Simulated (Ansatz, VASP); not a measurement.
# Re: VASP beside Ansatz

File INCAR:

```
  PREC = Accurate
  ENCUT = 520
  EDIFF = 1E-8
  ISMEAR = -1
  SIGMA = 0.05
  LREAL = False
  LASPH = True
  NELM = 100
  ALGO = Normal
  ISIF = 2
  LWAVE = False
  LCHARG = False
  GGA = PS
  LEFG = True
  NBANDS = 10
```

Contents of KPOINTS:

```
Automatic mesh
0
Gamma
  14 14 14
```

File POSCAR:

```
Re
1.0
    0.0000000000      1.9750000000      1.9750000000
    1.9750000000      0.0000000000      1.9750000000
    1.9750000000      1.9750000000      0.0000000000
Re
1
Direct
    0.0000000000      0.0000000000      0.0000000000
```

Input for Ansatz:

```yaml
crystal:
  lattice:
    - [0.0, 1.975, 1.975]
    - [1.975, 0.0, 1.975]
    - [1.975, 1.975, 0.0]
  atoms:
    - { symbol: Re, position: [0.0, 0.0, 0.0] }
kpoints:
  mp_grid: { grid: [14, 14, 14] }
  band_path:
    path:
      - [0.0, 0.0, 0.0]
      - [0.5, 0.0, 0.5]
      - [0.625, 0.25, 0.625]
      - [0.375, 0.375, 0.75]
      - [0.0, 0.0, 0.0]
      - [0.5, 0.5, 0.5]
      - [0.5, 0.25, 0.75]
      - [0.5, 0.0, 0.5]
    npoints: 5
scf:
  occupations: { method: fermi_dirac, width: 0.05 }
hamiltonian:
  xc: pbesol
  pseudopotentials: { kind: paw }
output:
  forces: true
  stress: true
  eigenvalues: true
  efg: { contact_densities: true }
```

Alike in both runs: task electric field gradients; functional PBEsol; k mesh 14 × 14 × 14; occupations fermi-dirac, width 0.05 eV; no spin polarisation.

|  | VASP | Ansatz |
| --- | --- | --- |
| version | VASP 6.6.1 | Ansatz 0.2.0 |
| potentials or method | VASP PAW PBE potentials, release 64 (Re) | PAW with Ansatz's default frozen-core files, scalar-relativistic |
| plane-wave cutoff (eV) | 520 | 420 |
| valence electrons in the cell | 7 | 15 |

Ansatz gave:

| Property | Result |
| --- | --- |
| pressure (GPa) | -18.5 |

Task: Estimate VASP's values.

Result: Pressure (GPa): -18.9.

VASP's potentials were made for PBE, not for PBEsol. VASP's potentials hold 7 valence electrons a cell and Ansatz's 15, so a difference there can come from the potentials and not from the codes.

Neither program's run includes spin-orbit coupling.
